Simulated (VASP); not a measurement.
A run of VASP 6.6.1 is set up as follows.

File INCAR:

```
SYSTEM = I
PREC = Accurate
ENCUT = 520
EDIFF = 1E-6
ISMEAR = -1
SIGMA = 0.1
LREAL = .FALSE.
LASPH = .TRUE.
NELM = 100
ALGO = Normal
ISIF = 2
LWAVE = .FALSE.
LCHARG = .FALSE.
GGA = PE
NBANDS = 10
```

The input KPOINTS:

```
regular mesh
0
G
  11 11 11
  0 0 0
```

The input POSCAR:

```
I
1.0
    2.6187841314      0.0000000000      0.0000000000
    0.0000000000      2.6187841314      0.0000000000
    0.0000000000      0.0000000000      2.6187841314
I
1
Direct
    0.0000000000      0.0000000000      0.0000000000
```

Potentials or basis: VASP PAW PBE potentials, release 64 (I).

Run with:

```sh
$ cat potpaw_PBE.64/I/POTCAR > POTCAR
$ mpirun -np 1 vasp_std > vasp.out
```

(1) What does it give for the pressure?

(2) Predict the band gap on the k mesh.

Answers

(1) 127.4 GPa.

(2) zero (an odd number of electrons rules out a gap without spin polarisation).

Caveat: the cell stands under pressure; spin-orbit coupling is left out, which moves the levels of the heavy elements; an odd number of electrons without spin polarisation forces a metal; a magnetic or distorted state may lie lower.
